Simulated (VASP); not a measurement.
Crystal: Si5Mo2.

```
Si Mo
1.0
     3.75000    0.00000    0.00000
    -1.87500    3.24760    0.00000
     0.00000    0.00000   17.50000
Si Mo
10 4
Direct
  0.00000 0.00000 0.50000
  0.66667 0.33333 0.47200
  0.33333 0.66667 0.52800
  0.00000 0.00000 0.00000
  0.66667 0.33333 0.02800
  0.33333 0.66667 0.97200
  0.00000 0.00000 0.75000
  0.33330 0.66664 0.75000
  0.00000 0.00000 0.25000
  0.66670 0.33336 0.25000
  0.66667 0.33333 0.86100
  0.66667 0.33333 0.63900
  0.33333 0.66667 0.36100
  0.33333 0.66667 0.13900
```

- Program: VASP 6.6.1
- Task: relaxation of cell and atoms
- Functional: PBE
- Potentials or basis: VASP PAW PBE potentials, release 64 (Si, Mo_sv)
- Cutoff: 500 eV
- k mesh: 5 × 5 × 1
- Occupations: gaussian, width 0.2 eV
- Spin: no spin polarisation

At the start: pressure 7.7 GPa; volume 15.22 Å³/atom.

Where does the relaxation end?

Over 11 steps the energy falls by 766.6 meV/atom and the volume is 14.11 Å³/atom (-7.3 %); space group P6_3/mmc (No. 194, to 0.1 Å) before and after.

The path:
```tsv
step	energy change (eV)	largest force (eV/Å)	pressure (GPa)	volume (Å³)
1	0.0000	2.5204	7.72	213.12
2	-5.7914	0.9629	-13.05	233.58
3	-6.6690	0.6921	-17.84	242.56
4	-10.0185	1.5423	-5.96	208.26
5	-10.0317	1.7260	-3.13	204.38
6	-10.0426	1.6675	-4.04	205.56
7	-10.6574	0.3925	1.42	196.51
8	-10.6575	0.4044	1.49	196.43
9	-10.7157	0.1052	-0.69	198.75
10	-10.7191	0.0533	-1.33	199.49
11	-10.7321	0.0687	0.00	197.59
```

Final structure:
```
CELL_PARAMETERS angstrom
4.22963 0.00000 0.00000
-2.11481 3.66294 0.00000
0.00000 0.00000 12.75350
ATOMIC_POSITIONS crystal
Si 0.00000 0.00000 0.50000
Si 0.66667 0.33334 0.44579
Si 0.33333 0.66666 0.55421
Si 0.00000 0.00000 0.00000
Si 0.66667 0.33334 0.05421
Si 0.33333 0.66666 0.94579
Si 0.99999 0.99999 0.75000
Si 0.33332 0.66665 0.75000
Si 0.00001 0.00001 0.25000
Si 0.66668 0.33335 0.25000
Mo 0.66666 0.33333 0.85510
Mo 0.66666 0.33333 0.64490
Mo 0.33334 0.66667 0.35510
Mo 0.33334 0.66667 0.14490
```

Caveat: the k points lie up to 0.49 Å⁻¹ apart in the final cell, too coarse for converged energies and pressures of a metal; a cell axis changed by over 15 % at a fixed basis, so the end point is rough; the relaxation stopped at a loose force limit of 0.08 eV/Å, so its end isn't a converged minimum.
